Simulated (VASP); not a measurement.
# Pt (Pm-3m) in VASP: notebook, part 2 of 2

VASP 6.6.1. Earlier steps stand in the parts before.

### 4 Single point, PBEsol

This run uses another cell than the first one, of 17.37 Å³/atom, 1.115 times its volume.

The input, INCAR:

```
PREC = Accurate ; ENCUT = 520
EDIFF = 1E-6 ; ISMEAR = 1
SIGMA = 0.05 ; LREAL = F
LASPH = T ; NELM = 80
ALGO = Normal ; ISIF = 2
LWAVE = F ; LCHARG = F
GGA = PS ; NBANDS = 11
```

The input, KPOINTS:

```
Automatic mesh
0
Gamma
  9 9 9
```

The input, POSCAR:

```
Pt
1.0
    2.5896698275      0.0000000000      0.0000000000
    0.0000000000      2.5896698275      0.0000000000
    0.0000000000      0.0000000000      2.5896698275
Pt
1
Direct
    0.0000000000      0.0000000000      0.0000000000
```

Launch:

```
> cat potpaw_PBE.64/Pt/POTCAR > POTCAR
> mpirun -np 1 vasp_std > vasp.out
```

Wall time 2.8 s (1 thread of Intel Xeon 6975P-C (Granite Rapids), shared host); peak memory 0.12 GiB.

The run converged. Its results:

| Property | Result |
| --- | --- |
| Free energy | -6.4132 eV |
| Pressure | -0.4 GPa |
| Band gap on the k mesh | zero (band 5 reaches 10.36 eV, above the bottom of band 6 at 7.53 eV) |

Levels at points of the mesh, in eV from the Fermi level:
| k point | band 2 | band 3 | band 4 | band 5 | band 6 | band 7 | band 8 | band 9 |
| --- | --- | --- | --- | --- | --- | --- | --- | --- |
| (0.00, 0.00, 0.00) | -5.93 | -5.93 | 0.38 | 0.38 | 0.38 | 15.36 | 15.36 | 15.36 |

Caveat: the PAW data sets were made with another functional, which shifts forces and pressure a little; spin-orbit coupling is left out, which moves the levels of the heavy elements.

### 5 Single point, PBEsol

This run uses another cell than the first one, of 16.33 Å³/atom, 1.049 times its volume.

The input, INCAR:

```
SYSTEM = Pt
ALGO     = Normal         ! electronic algorithm
EDIFF    = 1E-6           ! SCF threshold, eV
ENCUT    = 520            ! plane-wave cutoff, eV
GGA      = PS             ! functional
ISIF     = 2              ! what is computed and relaxed
ISMEAR   = 1              ! smearing method
LASPH    = .True.         ! aspherical terms in the spheres
LCHARG   = .False.        ! write CHGCAR
LREAL    = .False.        ! projectors in reciprocal space
LWAVE    = .False.        ! write WAVECAR
NBANDS   = 11             ! bands
NELM     = 80             ! most SCF steps
PREC     = Accurate       ! precision mode
SIGMA    = 0.05           ! smearing width, eV
```

The input, KPOINTS:

```
k-points
0
Gamma
  9 9 9
  0 0 0
```

The input, POSCAR:

```
Pt
1.0
    2.5372041572      0.0000000000      0.0000000000
    0.0000000000      2.5372041572      0.0000000000
    0.0000000000      0.0000000000      2.5372041572
Pt
1
Direct
    0.0000000000      0.0000000000      0.0000000000
```

Potentials or basis: VASP PAW PBE potentials, release 64 (Pt).

Launch:

```
> cat potpaw_PBE.64/Pt/POTCAR > POTCAR
> mpirun -np 1 vasp_std > vasp.out
```

OUTCAR:

```text
SYSTEM = Pt
   EDIFF = 1E-6
   ENCUT = 520
   GGA = PS
   ISIF = 2
   ISMEAR = 1
   LASPH = .True.
   LREAL = .False.
   NELM = 80
   PREC = Accurate

 ion  position               nearest neighbor table
   1  0.000  0.000  0.000-

  LATTYP: Found a simple cubic cell.
 ALAT       =     2.5372041572

  Lattice vectors:

 A1 = (   2.5372041572,   0.0000000000,   0.0000000000)
 A2 = (   0.0000000000,   2.5372041572,   0.0000000000)
 A3 = (   0.0000000000,   0.0000000000,   2.5372041572)

Analysis of symmetry for initial positions (statically):
=====================================================================
 Subroutine PRICEL returns:
 Original cell was already a primitive cell.

 Routine SETGRP: Setting up the symmetry group for a
 simple cubic supercell.

 Subroutine GETGRP returns: Found 48 space group operations
 (whereof 48 operations were pure point group operations)
 out of a pool of 48 trial point group operations.

The static configuration has the point symmetry O_h .

Analysis of symmetry for dynamics (positions and initial velocities):
=====================================================================
 Subroutine PRICEL returns:
 Original cell was already a primitive cell.

 Routine SETGRP: Setting up the symmetry group for a
 simple cubic supercell.

 Subroutine GETGRP returns: Found 48 space group operations
 (whereof 48 operations were pure point group operations)
 out of a pool of 48 trial point group operations.

The dynamic configuration has the point symmetry O_h .

 Subroutine INISYM returns: Found 48 space group operations
 (whereof 48 operations are pure point group operations),
 and found     1 'primitive' translations

----------------------------------------------------------------------------------------

                                     Primitive cell

  volume of cell :      16.3330

  direct lattice vectors                    reciprocal lattice vectors
     2.537204157  0.000000000  0.000000000     0.394134621  0.000000000  0.000000000
     0.000000000  2.537204157  0.000000000     0.000000000  0.394134621  0.000000000
     0.000000000  0.000000000  2.537204157     0.000000000  0.000000000  0.394134621

  length of vectors
     2.537204157  2.537204157  2.537204157     0.394134621  0.394134621  0.394134621

  position of ions in fractional coordinates (direct lattice)
     0.000000000  0.000000000  0.000000000

  ion indices of the primitive-cell ions
   primitive index   ion index
                 1           1

----------------------------------------------------------------------------------------

 KPOINTS: k-points

Automatic generation of k-mesh.
 Grid dimensions read from file:
 generate k-points for:    9    9    9

 Generating k-lattice:

  Cartesian coordinates                     Fractional coordinates (reciprocal lattice)
     0.043792736  0.000000000  0.000000000     0.111111111  0.000000000  0.000000000
     0.000000000  0.043792736  0.000000000     0.000000000  0.111111111  0.000000000
     0.000000000  0.000000000  0.043792736     0.000000000  0.000000000  0.111111111

  Length of vectors
     0.043792736  0.043792736  0.043792736

  Shift w.r.t. Gamma in fractional coordinates (k-lattice)
     0.000000000  0.000000000  0.000000000

 Subroutine IBZKPT returns following result:
 ===========================================

 Found     35 irreducible k-points:

 Following reciprocal coordinates:
            Coordinates               Weight
  0.000000  0.000000  0.000000      1.000000
  0.111111  0.000000  0.000000      6.000000
  0.222222  0.000000  0.000000      6.000000
  0.333333  0.000000  0.000000      6.000000
  0.444444  0.000000  0.000000      6.000000
  0.111111  0.111111  0.000000     12.000000
[... 16 lines left out ...]
  0.333333  0.333333  0.111111     24.000000
  0.444444  0.333333  0.111111     48.000000
 [... further k-points ...]
   k-points           NKPTS =     35   k-points in BZ     NKDIM =     35   number of bands    NBANDS=     11
   number of dos      NEDOS =    301   number of ions     NIONS =      1
   total plane-waves  NPLWV =   8000
   dimension x,y,z NGX =    20 NGY =   20 NGZ =   20
   dimension x,y,z NGXF=    40 NGYF=   40 NGZF=   40
   ions per type =               1
   NGX,Y,Z   is equivalent  to a cutoff of  13.10, 13.10, 13.10 a.u.
   NGXF,Y,Z  is equivalent  to a cutoff of  26.21, 26.21, 26.21 a.u.
 SYSTEM =  Pt
   PREC   = accura    normal or accurate (medium, high low for compatibility)
   ISTART =      0    job   : 0-new  1-cont  2-samecut
   ICHARG =      2    charge: 1-file 2-atom 10-const
   ISPIN  =      1    spin polarized calculation?
   LNONCOLLINEAR =      F non collinear calculations
   LSORBIT =      F    spin-orbit coupling
   LASPH  =      T    aspherical Exc in radial PAW
   ENCUT  =  520.0 eV  38.22 Ry    6.18 a.u.   4.72  4.72  4.72*2*pi/ulx,y,z
   NELM   =     80;   NELMIN=  2; NELMDL= -5     # of ELM steps
   EDIFF  = 0.1E-05   stopping-criterion for ELM
   LREAL  =      F    real-space projection
   EDIFFG = 0.1E-04   stopping-criterion for IOM
   NSW    =      0    number of steps for IOM
   IBRION =     -1    ionic relax: 0-MD 1-quasi-New 2-CG
   NFREE  =      0    steps in history (QN), initial steepest desc. (CG)
   ISIF   =      2    stress and relaxation
   ISYM   =      2    0-nonsym 1-usesym 2-fastsym
   POTIM  = 0.5000    time-step for ionic-motion
   TEBEG  =    0.0;   TEEND  =   0.0 temperature during run
   PSTRESS=    0.0 pullay stress
   NELECT =      10.0000    total number of electrons
   NUPDOWN=      -1.0000    fix difference up-down
   EMIN   =  10.00;   EMAX   =-10.00  energy-range for DOS
   EFERMI =   0.00;   METHOD = LEGACY
   ISMEAR =     1;   SIGMA  =   0.05  broadening in eV -4-tet -1-fermi 0-gaus
   EFERMI_NEDOS =   21; number of points for ismear=-14 and -15
   IALGO  =     38    algorithm
   IMIX   =      4    mixing-type and parameters
     AMIX     =   0.40;   BMIX     =  1.00
     AMIX_MAG =   1.60;   BMIX_MAG =  1.00
  volume/ion in A,a.u.               =      16.33       110.22
  Fermi-wavevector in a.u.,A,eV,Ry     =   1.390121  2.626949 26.292411  1.932438
  Thomas-Fermi vector in A             =   2.514087
   LORBIT       =      0    0 simple, 1 ext, 2 COOP (PROOUT), +10 PAW based schemes
   GGA     = PS    functional components
   LHFCALC =     F    Hartree Fock is set to
   AEXX    =    0.0000 exact exchange contribution
   IVDW    =     0    specifies the selected vdW correction
   LEPSILON=     F    determine dielectric tensor
   LRPA    =     F    only Hartree local field effects (RPA)
 non-spin polarized calculation
 Methfessel and Paxton  Order N= 1 SIGMA  =   0.05
  energy-cutoff  :      520.00
  volume of cell :       16.33
 maximum number of plane-waves:       461
 NGX is ok and might be reduce to    20
   NGX =  9   NGY =  9   NGZ =  9

 number of electron      10.0000000 magnetization

 number of electron       9.9999999 magnetization

 Free energy of the ion-electron system (eV)
  ---------------------------------------------------
  ext. energy  EPLUGINS =         0.00000000
  ---------------------------------------------------
  free energy    TOTEN  =        -6.36936223 eV

  energy without entropy =       -6.36907257  energy(sigma->0) =       -6.36926568

 E-fermi :   9.6183     XC(G=0): -13.0192

 val. band max:        9.6133644997   @ k =   0.4444   0.1111   0.0000
 cond. band min:       9.6474796135   @ k =   0.4444   0.1111   0.1111
 fundamental gap:      0.0341151139
 Fermi energy:         9.6182674061

 k-point     1 :       0.0000    0.0000    0.0000
  band No.  band energies     occupation
      1       0.2779      2.00000
      2       3.1639      2.00000
      3       3.1639      2.00000
      4      10.0802     -0.00000
      5      10.0802     -0.00000
      6      10.0802     -0.00000
      7      25.3682      0.00000
      8      25.3682      0.00000
      9      25.3682      0.00000
     10      31.5703      0.00000
     11      34.4176      0.00000

 k-point     2 :       0.1111    0.0000    0.0000
  band No.  band energies     occupation
      1       0.6484      2.00000
      2       3.2376      2.00000
      3       3.5295      2.00000
      4       9.7141     -0.02078
      5       9.7141     -0.02078
      6      10.1091     -0.00000
      7      23.2385      0.00000
      8      26.0501      0.00000
      9      26.0501      0.00000
     10      32.2274      0.00000
     11      32.6470      0.00000
[... 295 lines left out ...]
 k-point    24 :       0.4444    0.3333    0.1111
  band No.  band energies     occupation
      1       3.7290      2.00000
      2       4.7532      2.00000
      3       7.1666      2.00000
      4       7.6087      2.00000
      5       9.0296      2.00000
      6      12.6945      0.00000
      7      16.3629      0.00000
      8      23.0700      0.00000
      9      25.4940      0.00000
     10      29.8146      0.00000
     11      33.2179      0.00000

 [... further k-points ...]
[... 5 lines left out ...]
  --------------------------------------------------------------------------------------
  -------------------------------------------------------------------------------------
  Total        1.4708557      1.4708557      1.4708557      0.0000000      0.0000000      0.0000000
  in kB      144.2827451    144.2827451    144.2827451      0.0000000      0.0000000      0.0000000
  external PRESSURE =     144.2827451 kB  Pullay stress =       0.0000000 kB

 VOLUME and BASIS-vectors are now :
 -----------------------------------------------------------------------------
  energy-cutoff  :      520.00
  volume of cell :       16.33
      direct lattice vectors                 reciprocal lattice vectors
     2.537204157  0.000000000  0.000000000     0.394134621  0.000000000  0.000000000
     0.000000000  2.537204157  0.000000000     0.000000000  0.394134621  0.000000000
     0.000000000  0.000000000  2.537204157     0.000000000  0.000000000  0.394134621

 POSITION                                       TOTAL-FORCE (eV/Angst)
 -----------------------------------------------------------------------------------
      0.00000      0.00000      0.00000         0.000000      0.000000      0.000000
 -----------------------------------------------------------------------------------
    total drift:                               -0.000000      0.000000      0.000000

  FREE ENERGIE OF THE ION-ELECTRON SYSTEM (eV)
  ---------------------------------------------------
  free  energy   TOTEN  =        -6.3693622347 eV

  energy  without entropy=       -6.3690725707  energy(sigma->0) =       -6.36926568
```

Run time: 3.4 s. Hardware: 1 thread of Intel Xeon 6975P-C (Granite Rapids), shared host; peak memory 0.12 GiB.

What came out:

| Item | Value |
| --- | --- |
| Free energy | -6.3694 eV |
| Pressure | 14.4 GPa |
| Band gap on the k mesh | zero (band 5 reaches 11.57 eV, above the bottom of band 6 at 8.45 eV) |

Caveat: the PAW data sets were made with another functional, which shifts forces and pressure a little; spin-orbit coupling is left out, which moves the levels of the heavy elements.

### 6 Summary

```csv
cell,gap on the mesh (eV),pressure (GPa)
"a = 2.497 Å, 1 atom",none,29.5
"a = 2.467 Å, 1 atom",none,44.5
"a = 2.590 Å, 1 atom",none,-0.4
"a = 2.537 Å, 1 atom",none,14.4
```

Alike in all rows: task single point; level PBEsol; potentials or basis VASP PAW PBE potentials, release 64 (Pt); no spin polarisation; k mesh 9 × 9 × 9; cutoff (eV) 520; smearing methfessel-paxton 0.05 eV.

Caveats: the PAW data sets were made with another functional, which shifts forces and pressure a little; spin-orbit coupling is left out, which moves the levels of the heavy elements.

Total energies depend on the potentials used, so only differences within one code and one set of settings carry meaning.
